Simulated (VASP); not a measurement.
Pt:

```
Pt
1.0
     0.00000    1.97158    1.97158
     1.97158    0.00000    1.97158
     1.97158    1.97158    0.00000
Pt
1
Direct
  0.00000 0.00000 0.00000
```

```yaml
Program: VASP 6.6.1
Task: relaxation of cell and atoms
Functional: PBE
Potentials_or_basis: VASP PAW PBE potentials, release 64 (Pt)
Cutoff: 500 eV
k_mesh: 17 × 17 × 17
Occupations: fermi-dirac, width 1 eV
Spin: no spin polarisation
```

At the start: pressure 20.8 GPa; volume 15.33 Å³/atom.

Q: Where does the relaxation end?

A: Over 19 steps the energy falls by 88.7 meV/atom and the volume is 16.86 Å³/atom (+10.0 %); space group Fm-3m (No. 225, to 0.1 Å) before and after.

Step by step:
| step | energy change (eV) | largest force (eV/Å) | pressure (GPa) | volume (Å³) |
| --- | --- | --- | --- | --- |
| 1 | 0.0000 | 0.0000 | 20.76 | 15.33 |
| 2 | 0.1279 | 0.0000 | -16.82 | 20.17 |
| 3 | -0.0884 | 0.0000 | -0.90 | 16.95 |
| 4 | -0.0887 | 0.0000 | -0.18 | 16.88 |
| 5 | -0.0887 | 0.0000 | 0.13 | 16.84 |
| 6 | -0.0887 | 0.0000 | 0.13 | 16.84 |
| 7 | -0.0887 | 0.0000 | 0.13 | 16.85 |
| 8 | -0.0887 | 0.0000 | 0.13 | 16.85 |
| 9 | -0.0887 | 0.0000 | 0.13 | 16.85 |
| 10 | -0.0887 | 0.0000 | 0.13 | 16.85 |
| 11 | -0.0887 | 0.0000 | 0.13 | 16.85 |
| 12 | -0.0887 | 0.0000 | 0.13 | 16.85 |
| 13 | -0.0887 | 0.0000 | 0.13 | 16.85 |
| 14 | -0.0887 | 0.0000 | 0.12 | 16.85 |
| 15 | -0.0887 | 0.0000 | 0.12 | 16.85 |
| 16 | -0.0887 | 0.0000 | 0.11 | 16.85 |
| 17 | -0.0887 | 0.0000 | 0.09 | 16.85 |
| 18 | -0.0887 | 0.0000 | 0.05 | 16.85 |
| 19 | -0.0887 | 0.0000 | -0.02 | 16.86 |

Final structure:
```cif
data_structure
_symmetry_space_group_name_H-M 'P 1'
_symmetry_Int_Tables_number 1
_cell_length_a 2.8783
_cell_length_b 2.8783
_cell_length_c 2.8783
_cell_angle_alpha 60.000
_cell_angle_beta 60.000
_cell_angle_gamma 60.000
_cell_volume 16.86
loop_
_atom_site_label
_atom_site_type_symbol
_atom_site_fract_x
_atom_site_fract_y
_atom_site_fract_z
_atom_site_occupancy
Pt1 Pt 0.00000 0.00000 0.00000 1
```

Caveat: so wide a smearing shifts energies and pressures.
